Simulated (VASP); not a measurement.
# FeCo (Pm-3m) in VASP: further runs

FeCo is run at these levels: LDA, PBEsol, r2SCAN; tasks: electric field gradients.

Program: VASP 6.6.1. These are calculated values, not measurements. Logs are shortened: lines on timing, memory, paths and dates and some standing lists are left out, and cuts for length are marked.

### 1 The cell of the first run

It takes space group Pm-3m (No. 221, cubic). Conventional cell: a = 2.857 Å, b = 2.857 Å, c = 2.857 Å, α = 90.00°, β = 90.00°, γ = 90.00°. Within 3.3 Å of Fe (site symmetry m-3m) lie 8 Co at 2.47 Å and 6 Fe at 2.86 Å. Co (site symmetry m-3m) has 8 Fe at 2.47 Å and 6 Co at 2.86 Å within 3.3 Å.

### 2 Electric field gradients, LDA, collinear spin, ferromagnetic start

INCAR reads:

```
SYSTEM = FeCo
PREC     = Accurate       ! precision mode
ENCUT    = 520            ! plane-wave cutoff, eV
EDIFF    = 1E-8           ! SCF threshold, eV
ISMEAR   = -1             ! smearing method
SIGMA    = 0.05           ! smearing width, eV
LREAL    = .FALSE.        ! projectors in reciprocal space
LASPH    = .TRUE.         ! aspherical terms in the spheres
NELM     = 200            ! most SCF steps
ALGO     = Normal         ! electronic algorithm
ISIF     = 2              ! what is computed and relaxed
LWAVE    = .FALSE.        ! write WAVECAR
LCHARG   = .FALSE.        ! write CHGCAR
ISPIN    = 2              ! spin polarisation
MAGMOM   = 3 2            ! initial moments
LORBIT   = 11             ! projections on sites
LMAXMIX  = 4              ! l up to which the mixer works
GGA      = CA             ! functional
LEFG     = .TRUE.       
NBANDS   = 20             ! bands
GGA_COMPAT= .FALSE.
```

KPOINTS reads:

```
Automatic mesh
0
G
  13 13 13
  0 0 0
```

POSCAR reads:

```
FeCo
1.0
    2.8570000000      0.0000000000      0.0000000000
    0.0000000000      2.8570000000      0.0000000000
    0.0000000000      0.0000000000      2.8570000000
Fe Co
1 1
Direct
    0.5000000000      0.5000000000      0.5000000000
    0.0000000000      0.0000000000      0.0000000000
```

Potentials or basis: VASP PAW LDA potentials, release 64 (Fe, Co).

Started as:

```console
$ cat potpaw_LDA.64/Fe/POTCAR potpaw_LDA.64/Co/POTCAR > POTCAR
$ mpirun -np 1 vasp_std > vasp.out
```

OUTCAR:

```text
SYSTEM = FeCo
   PREC = Accurate
   ENCUT = 520
   EDIFF = 1E-8
   ISMEAR = -1
   LREAL = .FALSE.
   LASPH = .TRUE.
   NELM = 200
   ISIF = 2
   ISPIN = 2
   LORBIT = 11
   GGA = CA

 ion  position               nearest neighbor table
   1  0.500  0.500  0.500-   2 2.47   2 2.47   2 2.47   2 2.47   2 2.47   2 2.47   2 2.47   2 2.47

   2  0.000  0.000  0.000-   1 2.47   1 2.47   1 2.47   1 2.47   1 2.47   1 2.47   1 2.47   1 2.47

  LATTYP: Found a simple cubic cell.
 ALAT       =     2.8570000000

  Lattice vectors:

 A1 = (   2.8570000000,   0.0000000000,   0.0000000000)
 A2 = (   0.0000000000,   2.8570000000,   0.0000000000)
 A3 = (   0.0000000000,   0.0000000000,   2.8570000000)

Analysis of symmetry for initial positions (statically):
=====================================================================
 Subroutine PRICEL returns:
 Original cell was already a primitive cell.

 Routine SETGRP: Setting up the symmetry group for a
 simple cubic supercell.

 Subroutine GETGRP returns: Found 48 space group operations
 (whereof 48 operations were pure point group operations)
 out of a pool of 48 trial point group operations.

The static configuration has the point symmetry O_h .

Analysis of symmetry for dynamics (positions and initial velocities):
=====================================================================
 Subroutine PRICEL returns:
 Original cell was already a primitive cell.

 Routine SETGRP: Setting up the symmetry group for a
 simple cubic supercell.

 Subroutine GETGRP returns: Found 48 space group operations
 (whereof 48 operations were pure point group operations)
 out of a pool of 48 trial point group operations.

The dynamic configuration has the point symmetry O_h .

Analysis of structural, dynamic, and magnetic symmetry:
=====================================================================
 Subroutine PRICEL returns:
 Original cell was already a primitive cell.

 Routine SETGRP: Setting up the symmetry group for a
 simple cubic supercell.

 Subroutine GETGRP returns: Found 48 space group operations
[... 165 lines left out ...]
      4       4.7190      1.00000
      5       4.7190      1.00000
      6       4.7190      1.00000
[... 541 lines left out ...]
     19      30.9029      0.00000
     20      33.5369      0.00000

 [... further k-points ...]

 spin component 2

 k-point     1 :       0.0000    0.0000    0.0000
  band No.  band energies     occupation
      1      -0.9560      1.00000
      2       4.1030      1.00000
      3       4.1030      1.00000
      4       6.4962      1.00000
      5       6.4962      1.00000
      6       6.4962      1.00000
[... 541 lines left out ...]
     19      31.5723      0.00000
     20      34.0223      0.00000

 [... further k-points ...]

------------------------ aborting loop because EDIFF is reached ----------------------------------------

  FORCE on cell =-STRESS in cart. coord.  units (eV):
  Direction    XX          YY          ZZ          XY          YZ          ZX
  --------------------------------------------------------------------------------------
  -------------------------------------------------------------------------------------
  Total       -2.9048949     -2.9048949     -2.9048949      0.0000000      0.0000000     -0.0000000
  in kB     -199.5769037   -199.5769037   -199.5769037      0.0000000      0.0000000     -0.0000000
  external PRESSURE =    -199.5769037 kB  Pullay stress =       0.0000000 kB

 VOLUME and BASIS-vectors are now :
 -----------------------------------------------------------------------------
  energy-cutoff  :      520.00
  volume of cell :       23.32
      direct lattice vectors                 reciprocal lattice vectors
     2.857000000  0.000000000  0.000000000     0.350017501  0.000000000  0.000000000
     0.000000000  2.857000000  0.000000000     0.000000000  0.350017501  0.000000000
     0.000000000  0.000000000  2.857000000     0.000000000  0.000000000  0.350017501

 POSITION                                       TOTAL-FORCE (eV/Angst)
 -----------------------------------------------------------------------------------
      1.42850      1.42850      1.42850         0.000000      0.000000      0.000000
      0.00000      0.00000      0.00000         0.000000      0.000000      0.000000
 -----------------------------------------------------------------------------------
    total drift:                                0.000000      0.000000     -0.000000

  FREE ENERGIE OF THE ION-ELECTRON SYSTEM (eV)
  ---------------------------------------------------
  free  energy   TOTEN  =       -17.1255910408 eV

  energy  without entropy=      -17.1104548700  energy(sigma->0) =      -17.11802296

 Electric field gradients (V/A^2)
---------------------------------------------------------------------
 ion       V_xx      V_yy      V_zz      V_xy      V_xz      V_yz
---------------------------------------------------------------------
   1      -0.000     0.000     0.000    -0.000    -0.000     0.000
   2      -0.000    -0.000     0.000    -0.000    -0.000    -0.000
---------------------------------------------------------------------

 Electric field gradients after diagonalization (V/A^2)
 (convention: |V_zz| > |V_xx| > |V_yy|)
----------------------------------------------------------------------
 ion       V_xx      V_yy      V_zz     asymmetry (V_yy - V_xx)/ V_zz
----------------------------------------------------------------------
   1      -0.000     0.000     0.000       0.485
   2      -0.000    -0.000     0.000       0.055
----------------------------------------------------------------------

           NMR quadrupolar parameters

 Cq : quadrupolar parameter    Cq=e*Q*V_zz/h
 eta: asymmetry parameters     (V_yy - V_xx)/ V_zz
 Q  : nuclear electric quadrupole moment in mb (millibarn)
----------------------------------------------------------------------
 ion       Cq(MHz)       eta       Q (mb)
----------------------------------------------------------------------
   1       0.000       0.485       1.000
   2       0.000       0.055       1.000
----------------------------------------------------------------------

 total charge

# of ion       s       p       d       tot
------------------------------------------
    1        0.466   0.504   6.175   7.146
    2        0.478   0.488   7.256   8.222
--------------------------------------------------
tot          0.945   0.992  13.431  15.368

 magnetization (x)

# of ion       s       p       d       tot
------------------------------------------
    1       -0.003  -0.031   2.700   2.666
    2       -0.008  -0.035   1.759   1.716
--------------------------------------------------
tot         -0.011  -0.066   4.459   4.382
```

OSZICAR:

```text
N       E                     dE             d eps       ncg     rms          rms(c)
DAV:   1     0.845876194593E+02    0.84588E+02   -0.73669E+03  7048   0.111E+03
DAV:   2    -0.144971706104E+02   -0.99085E+02   -0.88377E+02  6832   0.210E+02
DAV:   3    -0.192579874016E+02   -0.47608E+01   -0.45492E+01  7592   0.569E+01
DAV:   4    -0.193339651651E+02   -0.75978E-01   -0.75875E-01  8328   0.628E+00
DAV:   5    -0.193363237930E+02   -0.23586E-02   -0.23583E-02  8092   0.996E-01    0.153E+01
DAV:   6    -0.174731067714E+02    0.18632E+01   -0.79105E+00  7444   0.571E+01    0.920E+00
DAV:   7    -0.172749447822E+02    0.19816E+00   -0.15661E+00  7652   0.242E+01    0.714E+00
DAV:   8    -0.172399521550E+02    0.34993E-01   -0.15391E+00  8312   0.221E+01    0.592E+00
DAV:   9    -0.171411638234E+02    0.98788E-01   -0.29648E-01  9596   0.101E+01    0.173E+00
DAV:  10    -0.171261509336E+02    0.15013E-01   -0.87611E-03 10236   0.141E+00    0.439E-01
DAV:  11    -0.171256032701E+02    0.54766E-03   -0.76312E-04  9396   0.395E-01    0.143E-01
DAV:  12    -0.171255977571E+02    0.55130E-05   -0.10819E-04 10216   0.203E-01    0.638E-02
DAV:  13    -0.171255935967E+02    0.41604E-05   -0.28878E-05 11392   0.820E-02    0.226E-02
DAV:  14    -0.171255912405E+02    0.23562E-05   -0.27607E-06 11488   0.208E-02    0.754E-03
DAV:  15    -0.171255911193E+02    0.12116E-06   -0.48641E-07  7576   0.888E-03    0.498E-03
DAV:  16    -0.171255910444E+02    0.74896E-07   -0.22241E-07  8608   0.934E-03    0.871E-04
DAV:  17    -0.171255910408E+02    0.36373E-08   -0.79201E-09  3912   0.104E-03
   1 F= -.17125591E+02 E0= -.17118023E+02  d E =-.151362E-01  mag=     4.4039
```

Wall time 31 s (1 thread of Intel Xeon 6975P-C (Granite Rapids), shared host); peak memory 0.17 GiB.

What came out:

* Free energy: -17.1256 eV
* Pressure: -20.0 GPa
* Net moment: 4.40 μB per cell
* Site moments: Fe +2.67; Co +1.72 μB
* Largest electric field gradient by atom: zero within the noise of the run
* Valence electrons inside the program's atomic spheres: Fe 7.15; Co 8.22

Caveat: the cell stands under tension.

(Part 1 of 2 ends here.)
